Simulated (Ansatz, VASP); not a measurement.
# Cd3Te2: VASP beside Ansatz

```
CELL_PARAMETERS angstrom
4.62632 0.00000 0.00000
0.00000 4.62632 0.00000
0.00000 0.00000 9.59184
ATOMIC_POSITIONS crystal
Cd 0.50000 0.50000 0.35853
Cd 0.50000 0.50000 0.64147
Cd 0.00000 0.00000 0.00000
Te 0.00000 0.50000 0.17617
Te 0.50000 0.00000 0.82383
```

Alike in both runs: functional PBE; k mesh 8 × 8 × 4; occupations gaussian, width 0.01 eV; no spin polarisation.

Ansatz relaxed the structure, and its values are those at the end. VASP's run is a single point on that final structure, the one shown.

```csv
,VASP,Ansatz
version,VASP 6.6.1,Ansatz 0.2.0
potentials or method,"VASP PAW PBE potentials, release 64 (Cd, Te), cutoff 520 eV","scalar-relativistic, plane waves, PAW"
valence electrons in the cell,48,92
```

|  | VASP | Ansatz | Ansatz less VASP |
| --- | --- | --- | --- |
| gap on the k mesh at the Fermi level (eV) | 0.20 | 0.21 | +0.008 |
| least direct gap on the mesh (eV) | 0.20 | 0.21 | +0.008 |
| pressure (GPa) | 0.1 | 0.0 | -0.10 |
| rms of the force components (eV/Å) | 0.005 | 0.001 | -0.0041 |

With one functional, cell and mesh, what is left measures potentials, basis and numerics. VASP's potentials hold 48 valence electrons a cell and Ansatz's 92, so a difference there can come from the potentials and not from the codes.

Neither program's run includes spin-orbit coupling.
